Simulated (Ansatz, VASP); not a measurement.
# CoSi2 in VASP and in Ansatz

```
CELL_PARAMETERS angstrom
0.00000 2.68018 2.68018
2.68018 0.00000 2.68018
2.68018 2.68018 0.00000
ATOMIC_POSITIONS crystal
Co 0.98439 0.01561 0.98439
Si 0.28933 0.21067 0.24343
Si 0.74343 0.75657 0.78933
```

Change from the starting cell: mode 4 frozen in at -0.123 Å and mode 8 at -0.088 Å (largest displacements).

Alike in both runs: task single point; functional PBE; k mesh 12 × 12 × 12; occupations gaussian, width 0.15 eV; no spin polarisation.

|  | VASP | Ansatz |
| --- | --- | --- |
| version | VASP 6.6.1 | Ansatz 0.2.0 |
| potentials or method | VASP PAW PBE potentials, release 64 (Co, Si), cutoff 520 eV | scalar-relativistic, plane waves, PAW |
| valence electrons in the cell | 17 | 25 |

Ansatz gave:

```
gap on the k mesh at the Fermi level (eV)                     : none
pressure (GPa)                                                : 4.9
traceless stress, the component that is largest in VASP (GPa) : 9.35
rms of the force components (eV/Å)                            : 1.182
```

Question: Which values does VASP return?

Answer: gap on the k mesh at the Fermi level (eV): none; pressure (GPa): 4.7; traceless stress, the component that is largest in VASP (GPa): 9.36; rms of the force components (eV/Å): 1.187.

Atom by atom the forces differ by 0.008 eV/Å (rms over components). A gap of «none» marks a metal or a gap that the smearing closes. VASP's potentials hold 17 valence electrons a cell and Ansatz's 25, so a difference there can come from the potentials and not from the codes.
